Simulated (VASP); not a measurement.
# Cd (Fd-3m) in VASP: notebook, part 2 of 2

VASP 6.6.1. Earlier steps stand in the parts before.

## Step 5: Single point, RPBE

This run uses another cell than the first one, of 42.45 Å³/atom.

INCAR

```
PREC     = Accurate       # precision mode
ENCUT    = 520            # plane-wave cutoff, eV
EDIFF    = 1E-6           # SCF threshold, eV
ISMEAR   = -1             # smearing method
SIGMA    = 0.1            # smearing width, eV
LREAL    = False          # projectors in reciprocal space
LASPH    = True           # aspherical terms in the spheres
NELM     = 80             # most SCF steps
ALGO     = Normal         # electronic algorithm
ISIF     = 2              # what is computed and relaxed
LWAVE    = False          # write WAVECAR
LCHARG   = False          # write CHGCAR
GGA      = RP             # functional
NBANDS   = 19             # bands
```

KPOINTS

```
regular mesh
0
Gamma
  13 13 13
```

POSCAR

```
Cd
1.0
    0.0000000000      3.4882640211      3.4882640211
    3.4882640211      0.0000000000      3.4882640211
    3.4882640211      3.4882640211      0.0000000000
Cd
2
Direct
    0.1250000000      0.1250000000      0.1250000000
    0.8750000000      0.8750000000      0.8750000000
```

Potentials or basis: VASP PAW PBE potentials, release 64 (Cd).

Command:

```sh
$ cat potpaw_PBE.64/Cd/POTCAR > POTCAR
$ mpirun -np 1 vasp_std > vasp.out
```

OUTCAR:

```text
PREC = Accurate
   ENCUT = 520
   EDIFF = 1E-6
   ISMEAR = -1
   LREAL = False
   LASPH = True
   NELM = 80
   ISIF = 2
   GGA = RP

 ion  position               nearest neighbor table
   1  0.125  0.125  0.125-   2 3.02   2 3.02   2 3.02   2 3.02
   2  0.875  0.875  0.875-   1 3.02   1 3.02   1 3.02   1 3.02

  LATTYP: Found a face centered cubic cell.
 ALAT       =     6.9765280422

  Lattice vectors:

 A1 = (   0.0000000000,   3.4882640211,   3.4882640211)
 A2 = (   3.4882640211,   0.0000000000,   3.4882640211)
 A3 = (   3.4882640211,   3.4882640211,   0.0000000000)

Analysis of symmetry for initial positions (statically):
=====================================================================
 Subroutine PRICEL returns:
 Original cell was already a primitive cell.

 Routine SETGRP: Setting up the symmetry group for a
 face centered cubic supercell.

 Subroutine GETGRP returns: Found 48 space group operations
 (whereof 12 operations were pure point group operations)
 out of a pool of 48 trial point group operations.

The static configuration has the point symmetry D_3d.
 The point group associated with its full space group is O_h .

Analysis of symmetry for dynamics (positions and initial velocities):
=====================================================================
 Subroutine PRICEL returns:
 Original cell was already a primitive cell.

 Routine SETGRP: Setting up the symmetry group for a
 face centered cubic supercell.

 Subroutine GETGRP returns: Found 48 space group operations
 (whereof 12 operations were pure point group operations)
 out of a pool of 48 trial point group operations.

The dynamic configuration has the point symmetry D_3d.
 The point group associated with its full space group is O_h .

 Subroutine INISYM returns: Found 48 space group operations
 (whereof 12 operations are pure point group operations),
 and found     1 'primitive' translations

----------------------------------------------------------------------------------------

                                     Primitive cell

  volume of cell :      84.8903

  direct lattice vectors                    reciprocal lattice vectors
     0.000000000  3.488264021  3.488264021    -0.143337774  0.143337774  0.143337774
     3.488264021  0.000000000  3.488264021     0.143337774 -0.143337774  0.143337774
     3.488264021  3.488264021  0.000000000     0.143337774  0.143337774 -0.143337774

  length of vectors
     4.933150288  4.933150288  4.933150288     0.248268307  0.248268307  0.248268307

  position of ions in fractional coordinates (direct lattice)
     0.125000000  0.125000000  0.125000000
     0.875000000  0.875000000  0.875000000

  ion indices of the primitive-cell ions
   primitive index   ion index
                 1           1
                 2           2

----------------------------------------------------------------------------------------

 KPOINTS: regular mesh

Automatic generation of k-mesh.
 Grid dimensions read from file:
 generate k-points for:   13   13   13

 Generating k-lattice:

  Cartesian coordinates                     Fractional coordinates (reciprocal lattice)
    -0.011025983  0.011025983  0.011025983     0.076923077  0.000000000  0.000000000
     0.011025983 -0.011025983  0.011025983     0.000000000  0.076923077  0.000000000
     0.011025983  0.011025983 -0.011025983     0.000000000  0.000000000  0.076923077

  Length of vectors
     0.019097562  0.019097562  0.019097562

  Shift w.r.t. Gamma in fractional coordinates (k-lattice)
     0.000000000  0.000000000  0.000000000

 Subroutine IBZKPT returns following result:
 ===========================================

 Found     84 irreducible k-points:

 Following reciprocal coordinates:
            Coordinates               Weight
  0.000000  0.000000  0.000000      1.000000
  0.076923  0.000000  0.000000      8.000000
  0.153846  0.000000  0.000000      8.000000
  0.230769  0.000000  0.000000      8.000000
  0.307692  0.000000  0.000000      8.000000
  0.384615  0.000000  0.000000      8.000000
[... 16 lines left out ...]
  0.384615  0.153846  0.000000     24.000000
  0.461538  0.153846  0.000000     24.000000
 [... further k-points ...]
   k-points           NKPTS =     84   k-points in BZ     NKDIM =     84   number of bands    NBANDS=     19
   number of dos      NEDOS =    301   number of ions     NIONS =      2
   total plane-waves  NPLWV =  64000
   dimension x,y,z NGX =    40 NGY =   40 NGZ =   40
   dimension x,y,z NGXF=    80 NGYF=   80 NGZF=   80
   ions per type =               2
   NGX,Y,Z   is equivalent  to a cutoff of  13.48, 13.48, 13.48 a.u.
   NGXF,Y,Z  is equivalent  to a cutoff of  26.96, 26.96, 26.96 a.u.
 SYSTEM =  unknown system
   PREC   = accura    normal or accurate (medium, high low for compatibility)
   ISTART =      0    job   : 0-new  1-cont  2-samecut
   ICHARG =      2    charge: 1-file 2-atom 10-const
   ISPIN  =      1    spin polarized calculation?
   LNONCOLLINEAR =      F non collinear calculations
   LSORBIT =      F    spin-orbit coupling
   LASPH  =      T    aspherical Exc in radial PAW
   ENCUT  =  520.0 eV  38.22 Ry    6.18 a.u.   9.17  9.17  9.17*2*pi/ulx,y,z
   NELM   =     80;   NELMIN=  2; NELMDL= -5     # of ELM steps
   EDIFF  = 0.1E-05   stopping-criterion for ELM
   LREAL  =      F    real-space projection
   EDIFFG = 0.1E-04   stopping-criterion for IOM
   NSW    =      0    number of steps for IOM
   IBRION =     -1    ionic relax: 0-MD 1-quasi-New 2-CG
   NFREE  =      0    steps in history (QN), initial steepest desc. (CG)
   ISIF   =      2    stress and relaxation
   ISYM   =      2    0-nonsym 1-usesym 2-fastsym
   POTIM  = 0.5000    time-step for ionic-motion
   TEBEG  =    0.0;   TEEND  =   0.0 temperature during run
   PSTRESS=    0.0 pullay stress
   NELECT =      24.0000    total number of electrons
   NUPDOWN=      -1.0000    fix difference up-down
   EMIN   =  10.00;   EMAX   =-10.00  energy-range for DOS
   EFERMI =   0.00;   METHOD = LEGACY
   ISMEAR =    -1;   SIGMA  =   0.10  broadening in eV -4-tet -1-fermi 0-gaus
   EFERMI_NEDOS =   21; number of points for ismear=-14 and -15
   IALGO  =     38    algorithm
   IMIX   =      4    mixing-type and parameters
     AMIX     =   0.40;   BMIX     =  1.00
     AMIX_MAG =   1.60;   BMIX_MAG =  1.00
  volume/ion in A,a.u.               =      42.45       286.43
  Fermi-wavevector in a.u.,A,eV,Ry     =   1.074466  2.030446 15.707608  1.154477
  Thomas-Fermi vector in A             =   2.210295
   LORBIT       =      0    0 simple, 1 ext, 2 COOP (PROOUT), +10 PAW based schemes
   GGA     = RP    functional components
   LHFCALC =     F    Hartree Fock is set to
   AEXX    =    0.0000 exact exchange contribution
   IVDW    =     0    specifies the selected vdW correction
   LEPSILON=     F    determine dielectric tensor
   LRPA    =     F    only Hartree local field effects (RPA)
 non-spin polarized calculation
  energy-cutoff  :      520.00
  volume of cell :       84.89
 maximum number of plane-waves:      2305
 NGX is ok and might be reduce to    40
   NGX = 19   NGY = 19   NGZ = 19

 number of electron      24.0000006 magnetization

 Free energy of the ion-electron system (eV)
  ---------------------------------------------------
  ext. energy  EPLUGINS =         0.00000000
  ---------------------------------------------------
  free energy    TOTEN  =        -0.26778471 eV

  energy without entropy =       -0.22728053  energy(sigma->0) =       -0.24753262

 E-fermi :  -0.0311     XC(G=0):  -7.3276

 val. band max:       -0.0721458119   @ k =  -0.3846   0.3846   0.0769
 cond. band min:      -0.0145018081   @ k =  -0.3077   0.4615   0.1538
 fundamental gap:      0.0576440037
 Fermi energy:        -0.0310607401

 k-point     1 :       0.0000    0.0000    0.0000
  band No.  band energies     occupation
      1      -9.1102      2.00000
      2      -9.1102      2.00000
      3      -9.1102      2.00000
      4      -9.0685      2.00000
      5      -9.0685      2.00000
      6      -8.5815      2.00000
[... 11 lines left out ...]
     18       4.9177      0.00000
     19       6.4679      0.00000
[... 485 lines left out ...]
 k-point    24 :       0.4615    0.1538    0.0000
  band No.  band energies     occupation
      1      -9.1978      2.00000
      2      -9.1602      2.00000
      3      -9.0735      2.00000
      4      -8.9503      2.00000
      5      -8.9167      2.00000
      6      -8.7465      2.00000
[... 11 lines left out ...]
     18       7.1104      0.00000
     19       8.5599      0.00000

 [... further k-points ...]

------------------------ aborting loop because EDIFF is reached ----------------------------------------

  FORCE on cell =-STRESS in cart. coord.  units (eV):
  Direction    XX          YY          ZZ          XY          YZ          ZX
  --------------------------------------------------------------------------------------
  -------------------------------------------------------------------------------------
  Total        0.0262921      0.0262921      0.0262921      0.0000000      0.0000000     -0.0000000
  in kB        0.4962244      0.4962244      0.4962244      0.0000000      0.0000000     -0.0000000
  external PRESSURE =       0.4962244 kB  Pullay stress =       0.0000000 kB

 VOLUME and BASIS-vectors are now :
 -----------------------------------------------------------------------------
  energy-cutoff  :      520.00
  volume of cell :       84.89
      direct lattice vectors                 reciprocal lattice vectors
     0.000000000  3.488264021  3.488264021    -0.143337774  0.143337774  0.143337774
     3.488264021  0.000000000  3.488264021     0.143337774 -0.143337774  0.143337774
     3.488264021  3.488264021  0.000000000     0.143337774  0.143337774 -0.143337774

 POSITION                                       TOTAL-FORCE (eV/Angst)
 -----------------------------------------------------------------------------------
      0.87207      0.87207      0.87207         0.000000      0.000000      0.000000
      6.10446      6.10446      6.10446        -0.000000     -0.000000     -0.000000
 -----------------------------------------------------------------------------------
    total drift:                                0.000000      0.000000     -0.000000

  FREE ENERGIE OF THE ION-ELECTRON SYSTEM (eV)
  ---------------------------------------------------
  free  energy   TOTEN  =        -0.2677847142 eV

  energy  without entropy=       -0.2272805303  energy(sigma->0) =       -0.24753262
```

Wall time 69 s (1 thread of Intel Xeon Platinum 8488C (Sapphire Rapids), shared host); peak memory 0.29 GiB.

What came out:

```yaml
Free_energy: -0.2678 eV
Pressure: 0.0 GPa
Band_gap_on_the_k_mesh: zero (bands 12 and 13 overlap by 3.90 eV)
```

Caveat: the PAW data sets were made with another functional, which shifts forces and pressure a little.

## Step 6: The runs side by side

```csv
task,cell,k mesh,cutoff (eV),gap on the mesh (eV),pressure (GPa)
single point,"a = 5.061 Å, angles 60.0°, 2 atoms",9 × 9 × 9,520,none,-0.3
single point,"a = 5.123 Å, angles 60.0°, 2 atoms",9 × 9 × 9,520,none,-0.4
relaxation of cell and atoms,"relaxed from a = 4.352 Å, angles 60.0°, 2 atoms",9 × 9 × 9,600,none,0.0
single point,"a = 4.933 Å, angles 60.0°, 2 atoms",13 × 13 × 13,520,none,0.0
```

Alike in all rows: level RPBE; potentials or basis VASP PAW PBE potentials, release 64 (Cd); no spin polarisation; smearing fermi-dirac 0.1 eV.

Caveats: the PAW data sets were made with another functional, which shifts forces and pressure a little; the volume moved by over 15 % at a fixed basis, so the end points are rough (at least some runs).

Total energies depend on the potentials used, so only differences within one code and one set of settings carry meaning.
